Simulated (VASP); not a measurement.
Input of a VASP 6.6.1 run:

INCAR

```
ALGO     = Normal         # electronic algorithm
EDIFF    = 1E-7           # SCF threshold, eV
EDIFFG   = -0.03          # ionic threshold
ENCUT    = 600            # plane-wave cutoff, eV
GGA      = PS             # functional
GGA_COMPAT= False        
IBRION   = 2              # ionic algorithm
ISIF     = 3              # what is computed and relaxed
ISMEAR   = -1             # smearing method
LASPH    = True           # aspherical terms in the spheres
LCHARG   = False          # write CHGCAR
LREAL    = False          # projectors in reciprocal space
LWAVE    = False          # write WAVECAR
NELM     = 120            # most SCF steps
NELMIN   = 4            
NSW      = 60             # ionic steps
PREC     = Accurate       # precision mode
PSTRESS  = 200.0        
SIGMA    = 0.05           # smearing width, eV
```

The input KPOINTS:

```
k-points
0
Gamma
  8 8 8
```

POSCAR

```
HgF3
1.0
    0.0000000000      2.8650000000      2.8650000000
    2.8650000000      0.0000000000      2.8650000000
    2.8650000000      2.8650000000      0.0000000000
Hg F
1 3
Direct
    0.0000000000      0.0000000000      0.0000000000
    0.5000000000      0.5000000000      0.5000000000
    0.2500000000      0.2500000000      0.2500000000
    0.7500000000      0.7500000000      0.7500000000
```

Potentials or basis: VASP PAW PBE potentials, release 64 (Hg, F).

Run with:

```console
$ cat potpaw_PBE.64/Hg/POTCAR potpaw_PBE.64/F/POTCAR > POTCAR
$ mpirun -np 1 vasp_std > vasp.out
```

Question: What does it give for the band gap on the k mesh?

Answer: Zero (an odd number of electrons rules out a gap without spin polarisation).

Question: Estimate the relaxed volume.

Answer: 9.78 Å³/atom.

Question: Predict the space group after relaxing (to 0.1 Å).

Answer: Fm-3m (No. 225).

Question: Predict the relaxed cell.

Answer: a = 3.810 Å, b = 3.810 Å, c = 3.810 Å, α = 60.00°, β = 60.00°, γ = 60.00°.

The path:
```csv
step,energy change (eV),largest force (eV/Å),pressure (GPa),volume (Å³)
1,0.0000,0.0000,-5.20,47.03
2,0.9332,0.0000,44.29,35.53
3,0.2442,0.0000,19.71,39.10
```

Caveat: the cell is relaxed towards a set pressure, so the run minimises the enthalpy, not the energy; the volume moved by over 15 % at a fixed basis, so the end points are rough; the PAW data sets were made with another functional, which shifts forces and pressure a little; spin-orbit coupling is left out, which moves the levels of the heavy elements; an odd number of electrons without spin polarisation forces a metal; a magnetic or distorted state may lie lower.
